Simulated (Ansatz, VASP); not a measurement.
One calculation of Rh, two programs

```
Rh
1.0
     2.72396    0.00000    0.00000
    -1.36198    2.35901    0.00000
     0.00000    0.00000    4.38817
Rh
2
Direct
  0.33333 0.66667 0.25000
  0.66667 0.33333 0.75000
```

Alike in both runs: functional PBE; k mesh 17 × 17 × 10; occupations fermi-dirac, width 0.05 eV; no spin polarisation.

Ansatz relaxed the structure, and its values are those at the end. VASP's run is a single point on that final structure, the one shown.

```csv
,VASP,Ansatz
version,VASP 6.6.1,Ansatz 0.2.0
potentials or method,"VASP PAW PBE potentials, release 64 (Rh_pv), cutoff 520 eV","all-electron LAPW, scalar-relativistic"
```

VASP gave:

| Property | Result |
| --- | --- |
| pressure (GPa) | 0.1 |

Q: Which values does Ansatz return?

A: Pressure (GPa): 0.0.

Ansatz ran all-electron here, and VASP with PAW potentials.
